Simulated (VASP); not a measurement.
Input of a VASP 6.6.1 run:

INCAR

```
PREC = Accurate
ENCUT = 500
EDIFF = 1E-6
ISMEAR = 0
SIGMA = 0.1
LREAL = False
LASPH = True
NELM = 200
ALGO = Normal
ISIF = 2
LWAVE = False
LCHARG = True
GGA = PE
LELF = True
LVHAR = True
NBANDS = 30
GGA_COMPAT = False
LMAXMIX = 6
```

File KPOINTS:

```
Automatic mesh
0
Gamma
  12 12 6
```

Contents of POSCAR:

```
Sm2B2Rh
1.0
    3.6882575496      0.0000000000      0.0000000000
   -1.8441287748      3.1941247337      0.0000000000
    0.0000000000      0.0000000000      7.9990244218
Sm B Rh
2 2 1
Direct
    0.3333333333      0.6666666667      0.2821827214
    0.6666666667      0.3333333333      0.7178172786
    0.3333333333      0.6666666667      0.9248744719
    0.6666666667      0.3333333333      0.0751255281
    0.0000000000      0.0000000000      0.0000000000
```

Potentials or basis: VASP PAW PBE potentials, release 64 (Sm_3, B, Rh_pv), 4f in core.

The run is started by

```bash
$ cat potpaw_PBE.64/Sm_3/POTCAR potpaw_PBE.64/B/POTCAR potpaw_PBE.64/Rh_pv/POTCAR > POTCAR
$ mpirun -np 1 vasp_std > vasp.out
```

Q: Estimate the largest force.

A: 0.042 eV/Å.

Q: What does it give for the band gap on the k mesh?

A: Zero (an odd number of electrons rules out a gap without spin polarisation).

Q: Predict the pressure.

A: 0.4 GPa.

Forces on the atoms (eV/Å):
```
Sm   0.000  0.000  0.042
Sm   0.000  0.000 -0.042
B    0.000  0.000  0.025
B    0.000  0.000 -0.025
Rh   0.000  0.000  0.000
```

Caveat: spin-orbit coupling is left out, which moves the levels of the heavy elements; the 4f electrons are frozen in the core, so they carry no moment and show no levels. Spin polarisation is off, so any magnetic state and its effect on volume and gap are missing.
